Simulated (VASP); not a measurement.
# Ir (Pm-3m) in VASP: further runs, part 2 of 2

VASP 6.6.1. Earlier steps stand in the parts before.

## (3) Single point, LDA (18.10 Å³/atom)

This run uses another cell than the first one, of 18.10 Å³/atom.

The input, INCAR:

```
  ALGO = Normal
  EDIFF = 1E-6
  ENCUT = 520
  GGA = CA
  ISIF = 2
  ISMEAR = -1
  LASPH = T
  LCHARG = F
  LREAL = F
  LWAVE = F
  NBANDS = 10
  NELM = 100
  PREC = Accurate
  SIGMA = 0.1
```

The input, KPOINTS:

```
k-points
0
Gamma
  14 14 14
```

The input, POSCAR:

```
Ir
1.0
    2.6253702810      0.0000000000      0.0000000000
    0.0000000000      2.6253702810      0.0000000000
    0.0000000000      0.0000000000      2.6253702810
Ir
1
Direct
    0.0000000000      0.0000000000      0.0000000000
```

Potentials or basis: VASP PAW LDA potentials, release 64 (Ir).

Command:

```
> cat potpaw_LDA.64/Ir/POTCAR > POTCAR
> mpirun -np 1 vasp_std > vasp.out
```

OUTCAR:

```text
EDIFF = 1E-6
   ENCUT = 520
   GGA = CA
   ISIF = 2
   ISMEAR = -1
   LASPH = T
   LREAL = F
   NELM = 100
   PREC = Accurate

 ion  position               nearest neighbor table
   1  0.000  0.000  0.000-

  LATTYP: Found a simple cubic cell.
 ALAT       =     2.6253702810

  Lattice vectors:

 A1 = (   2.6253702810,   0.0000000000,   0.0000000000)
 A2 = (   0.0000000000,   2.6253702810,   0.0000000000)
 A3 = (   0.0000000000,   0.0000000000,   2.6253702810)

Analysis of symmetry for initial positions (statically):
=====================================================================
 Subroutine PRICEL returns:
 Original cell was already a primitive cell.

 Routine SETGRP: Setting up the symmetry group for a
 simple cubic supercell.

 Subroutine GETGRP returns: Found 48 space group operations
 (whereof 48 operations were pure point group operations)
 out of a pool of 48 trial point group operations.

The static configuration has the point symmetry O_h .

Analysis of symmetry for dynamics (positions and initial velocities):
=====================================================================
 Subroutine PRICEL returns:
 Original cell was already a primitive cell.

 Routine SETGRP: Setting up the symmetry group for a
 simple cubic supercell.

 Subroutine GETGRP returns: Found 48 space group operations
 (whereof 48 operations were pure point group operations)
 out of a pool of 48 trial point group operations.

The dynamic configuration has the point symmetry O_h .

 Subroutine INISYM returns: Found 48 space group operations
 (whereof 48 operations are pure point group operations),
 and found     1 'primitive' translations

----------------------------------------------------------------------------------------

                                     Primitive cell

  volume of cell :      18.0955
[... 109 lines left out ...]
  Fermi-wavevector in a.u.,A,eV,Ry     =   1.297075  2.451116 22.890492  1.682404
  Thomas-Fermi vector in A             =   2.428491
   LORBIT       =      0    0 simple, 1 ext, 2 COOP (PROOUT), +10 PAW based schemes
   GGA     = CA    functional components
   LHFCALC =     F    Hartree Fock is set to
   AEXX    =    0.0000 exact exchange contribution
   IVDW    =     0    specifies the selected vdW correction
   LEPSILON=     F    determine dielectric tensor
   LRPA    =     F    only Hartree local field effects (RPA)
 non-spin polarized calculation
  energy-cutoff  :      520.00
  volume of cell :       18.10
 maximum number of plane-waves:       500
 NGX is ok and might be reduce to    20
   NGX =  9   NGY =  9   NGZ =  9

 number of electron       9.0000000 magnetization

 Free energy of the ion-electron system (eV)
  ---------------------------------------------------
  ext. energy  EPLUGINS =         0.00000000
  ---------------------------------------------------
  free energy    TOTEN  =        -9.11524126 eV

  energy without entropy =       -9.06284576  energy(sigma->0) =       -9.08904351

 E-fermi :   6.4144     XC(G=0): -12.6000

 val. band max:        6.3986692928   @ k =   0.1429   0.1429   0.0714
 cond. band min:       6.4587260533   @ k =   0.4286   0.3571   0.0000
 fundamental gap:      0.0600567605
 Fermi energy:         6.4144121822

 k-point     1 :       0.0000    0.0000    0.0000
  band No.  band energies     occupation
      1      -2.1436      2.00000
      2       0.9504      2.00000
      3       0.9504      2.00000
      4       7.5515      0.00002
      5       7.5515      0.00002
      6       7.5515      0.00002
      7      21.5257      0.00000
      8      21.5257      0.00000
      9      21.5257      0.00000
     10      27.2069      0.00000
[... 287 lines left out ...]
 k-point    24 :       0.3571    0.2143    0.0000
  band No.  band energies     occupation
      1       1.0038      2.00000
      2       2.3863      2.00000
      3       3.5573      2.00000
      4       5.6418      1.99912
      5       6.1809      1.82348
      6       6.7586      0.06202
      7      14.3433      0.00000
      8      20.3705      0.00000
      9      24.5426      0.00000
     10      27.9793      0.00000

 [... further k-points ...]

------------------------ aborting loop because EDIFF is reached ----------------------------------------

  FORCE on cell =-STRESS in cart. coord.  units (eV):
  Direction    XX          YY          ZZ          XY          YZ          ZX
  --------------------------------------------------------------------------------------
  -------------------------------------------------------------------------------------
  Total       -2.7217441     -2.7217441     -2.7217441     -0.0000000      0.0000000     -0.0000000
  in kB     -240.9828770   -240.9828770   -240.9828770     -0.0000000      0.0000000     -0.0000000
  external PRESSURE =    -240.9828770 kB  Pullay stress =       0.0000000 kB

 VOLUME and BASIS-vectors are now :
 -----------------------------------------------------------------------------
  energy-cutoff  :      520.00
  volume of cell :       18.10
      direct lattice vectors                 reciprocal lattice vectors
     2.625370281  0.000000000  0.000000000     0.380898652  0.000000000  0.000000000
     0.000000000  2.625370281  0.000000000     0.000000000  0.380898652  0.000000000
     0.000000000  0.000000000  2.625370281     0.000000000  0.000000000  0.380898652

 POSITION                                       TOTAL-FORCE (eV/Angst)
 -----------------------------------------------------------------------------------
      0.00000      0.00000      0.00000         0.000000      0.000000      0.000000
 -----------------------------------------------------------------------------------
    total drift:                               -0.000000      0.000000      0.000000

  FREE ENERGIE OF THE ION-ELECTRON SYSTEM (eV)
  ---------------------------------------------------
  free  energy   TOTEN  =        -9.1152412561 eV

  energy  without entropy=       -9.0628457554  energy(sigma->0) =       -9.08904351
```

OSZICAR:

```text
N       E                     dE             d eps       ncg     rms          rms(c)
DAV:   1     0.465115796114E+02    0.46512E+02   -0.42162E+03  2440   0.788E+02
DAV:   2    -0.855801332099E+01   -0.55070E+02   -0.52210E+02  2428   0.186E+02
DAV:   3    -0.960089391253E+01   -0.10429E+01   -0.10373E+01  2838   0.317E+01
DAV:   4    -0.961146682625E+01   -0.10573E-01   -0.10570E-01  2852   0.300E+00
DAV:   5    -0.961170998083E+01   -0.24315E-03   -0.24315E-03  2768   0.441E-01    0.966E+00
DAV:   6    -0.916089800089E+01    0.45081E+00   -0.11566E+00  2758   0.121E+01    0.360E+00
DAV:   7    -0.912044173155E+01    0.40456E-01   -0.13015E-01  3314   0.351E+00    0.146E+00
DAV:   8    -0.911668138247E+01    0.37603E-02   -0.65634E-03  2632   0.120E+00    0.779E-01
DAV:   9    -0.911523852683E+01    0.14429E-02   -0.78424E-04  2654   0.432E-01    0.254E-02
DAV:  10    -0.911524117350E+01   -0.26467E-05   -0.46399E-06  2754   0.156E-02    0.389E-03
DAV:  11    -0.911524125609E+01   -0.82585E-07   -0.27752E-07  1518   0.471E-03
   1 F= -.91152413E+01 E0= -.90890435E+01  d E =-.523955E-01
```

stdout:

```text
POSCAR found type information on POSCAR Ir
 POSCAR found :  1 types and       1 ions
 scaLAPACK will be used
 LDA part: xc-table for (Slater(with rela. corr.)+CA(PZ))
 , standard interpolation
 POSCAR, INCAR and KPOINTS ok, starting setup
 FFT: planning ... GRIDC
 FFT: planning ... GRID_SOFT
 FFT: planning ... GRID
 WAVECAR not read
 entering main loop
```

Wall time 19 s (1 thread of Intel Xeon 8259CL, shared host); peak memory 0.13 GiB.

What came out:

| Property | Result |
| --- | --- |
| Free energy | -9.1152 eV |
| Pressure | -24.1 GPa |
| Band gap on the k mesh | zero (an odd number of electrons rules out a gap without spin polarisation) |

Caveat: the cell stands under tension; spin-orbit coupling is left out, which moves the levels of the heavy elements.
